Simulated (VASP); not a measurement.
Ba3SiS: single point with PBE

Ba3SiS:

```
CELL_PARAMETERS angstrom
6.20037 0.00000 0.00000
0.00000 6.20037 0.00000
0.00000 0.00000 6.20037
ATOMIC_POSITIONS crystal
Ba 0.50000 0.00000 0.50000
Ba 0.00000 0.50000 0.50000
Ba 0.50000 0.50000 0.00000
Si 0.50000 0.50000 0.50000
S 0.00000 0.00000 0.00000
```

* Program: VASP 6.6.1
* Task: single point
* Functional: PBE
* Potentials or basis: VASP PAW PBE potentials, release 64 (Ba_sv, Si, S)
* Cutoff: 520 eV
* k mesh: 6 × 6 × 6
* Occupations: gaussian, width 0.1 eV
* Spin: no spin polarisation

```yaml
Pressure: 0.2 GPa
Band_gap_on_the_k_mesh: zero (band 20 reaches 2.16 eV, above the bottom of band 21 at 1.94 eV)
```

Levels at points of the mesh, in eV from the Fermi level:
```csv
k point,band 17,band 18,band 19,band 20,band 21,band 22,band 23,band 24
"(0.00, 0.00, 0.00)",-1.73,-0.69,0.18,0.18,0.18,0.23,0.23,0.53
"(0.50, 0.00, 0.00)",-1.85,-1.55,-0.15,-0.15,0.40,0.62,0.99,1.18
"(0.50, 0.50, 0.00)",-1.92,-1.57,-1.57,-0.58,1.37,1.40,1.40,1.73
"(0.50, 0.50, 0.50)",-2.16,-1.88,-1.88,-1.88,0.71,1.55,1.55,1.55
```

It took 2.5 min on 1 thread of Intel(R) Xeon(R) Platinum 8259CL CPU @ 2.50GHz (Skylake/Cascade Lake), with other jobs on the host, peak memory 0.39 GiB.

Caveat: spin-orbit coupling is left out, which moves the levels of the heavy elements.
